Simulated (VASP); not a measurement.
Set up this calculation in VASP 6.6.1, as the native input.

```
Task                   : single point
Functional             : PBE
Dispersion             : D3(BJ)
Potentials or basis    : VASP PAW PBE potentials, release 64 (Sn_d)
Cutoff                 : 520 eV
k mesh                 : 24 × 24 × 24
Occupations            : gaussian, width 0.15 eV
Spin                   : no spin polarisation
Dipole correction      : no
Further INCAR settings : ALGO = Fast; EDIFF = 1e-06; NBANDS = 13
```

The structure of Sn lies in POSCAR:

```
Sn
1.0
   -1.6842302805      1.6844291479      2.2541903772
    1.6842302805     -1.6844291479      2.2541903772
    1.6842302805      1.6844291479     -2.2541903772
Sn
1
Direct
    0.0000000000      0.0000000000      0.0000000000
```

This cell differs from its parent crystal: strain -0.040 along x and y, +0.040 along z.

These files were run (other wordings do the same):

INCAR

```
SYSTEM = Sn
PREC = Accurate
ENCUT = 520
EDIFF = 1E-6
ISMEAR = 0
SIGMA = 0.15
LREAL = .FALSE.
LASPH = .TRUE.
NELM = 80
ALGO = Fast
ISIF = 2
LWAVE = .FALSE.
LCHARG = .FALSE.
GGA = PE
IVDW = 12
NBANDS = 13
```

KPOINTS

```
regular mesh
0
G
  24 24 24
  0 0 0
```

Potentials or basis: VASP PAW PBE potentials, release 64 (Sn_d).

The run is started by

```console
$ cat potpaw_PBE.64/Sn_d/POTCAR > POTCAR
$ mpirun -np 1 vasp_std > vasp.out
```

It gave:

```
Pressure                   : 2.6 GPa
Band gap on the k mesh     : zero (bands 7 and 8 overlap by 10.39 eV)
Dispersion energy per atom : -0.409 eV
```

Caveat: the cell differs from its parent crystal (strain -0.040 along x and y, +0.040 along z); spin-orbit coupling is left out, which moves the levels of the heavy elements.

Wall time 11 min on 1 thread of Oxide Virtual Turin-like Processor (shared host), peak memory 0.61 GiB.
